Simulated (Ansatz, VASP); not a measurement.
## CdSe in VASP and in Ansatz

```
CELL_PARAMETERS angstrom
4.08357 0.00000 0.00000
-2.04179 3.53648 0.00000
0.00000 0.00000 7.36596
ATOMIC_POSITIONS crystal
Cd 0.66667 0.33333 0.00000
Cd 0.33333 0.66667 0.50000
Se 0.66667 0.33333 0.37500
Se 0.33333 0.66667 0.87500
```

Change from the starting cell: strain -0.050 along x and y, +0.050 along z, atoms carried along.

Alike in both runs: task single point; functional r2SCAN; k mesh 6 × 6 × 4; occupations gaussian, width 0.05 eV; no spin polarisation.

|  | VASP | Ansatz |
| --- | --- | --- |
| version | VASP 6.6.1 | Ansatz 0.2.0 |
| potentials or method | VASP PAW PBE potentials, release 64 (Cd, Se), cutoff 520 eV | scalar-relativistic, plane waves, PAW |
| valence electrons in the cell | 36 | 72 |

```csv
,VASP,Ansatz,Ansatz less VASP
gap on the k mesh at the Fermi level (eV),1.05,1.06,+0.010
least direct gap on the mesh (eV),1.05,1.06,+0.010
pressure (GPa),6.4,6.0,-0.38
"traceless stress, the component that is largest in VASP (GPa)",-6.92,-6.78,+0.134
rms of the force components (eV/Å),0.469,0.455,-0.0148
```

VASP's potentials were made for PBE, not for r2SCAN. Atom by atom the forces differ by 0.015 eV/Å (rms over components). VASP's potentials hold 36 valence electrons a cell and Ansatz's 72, so a difference there can come from the potentials and not from the codes.
